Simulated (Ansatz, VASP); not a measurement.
**Two plane-wave programs on CsPtS**

```xyz
3
Lattice="5.1037 0.0000 0.0000 0.0000 5.1037 0.0000 0.0000 0.0000 4.3218" Properties=species:S:1:pos:R:3 pbc="T T T"
Cs    0.0000    0.0000    0.0000
Pt    2.5519    2.5519    0.0000
S     2.5519    2.5519    2.1609
```

Change from the starting cell: species swapped into the DyCoC type (P4/mmm, No. 123).

Alike in both runs: functional PBE; k mesh 4 × 4 × 4; occupations gaussian, width 0.1 eV; no spin polarisation.

Ansatz relaxed the structure, and its values are those at the end. VASP's run is a single point on that final structure, the one shown.

|  | VASP | Ansatz |
| --- | --- | --- |
| version | VASP 6.6.1 | Ansatz 0.2.0 |
| potentials or method | VASP PAW PBE potentials, release 64 (Cs_sv, Pt, S), cutoff 520 eV | scalar-relativistic, plane waves, PAW |
| valence electrons in the cell | 25 | 33 |

```tsv
	VASP	Ansatz	Ansatz less VASP
gap on the k mesh at the Fermi level (eV)	none	none	-
pressure (GPa)	0.2	0.2	+0.04
```

A gap of «none» marks a metal or a gap that the smearing closes. The functional is the same, so the differences come from potentials, cutoffs and numerics. VASP's potentials hold 25 valence electrons a cell and Ansatz's 33, so a difference there can come from the potentials and not from the codes.

The k mesh is coarse, so the values compare programs but aren't converged. Spin-orbit coupling is off throughout.
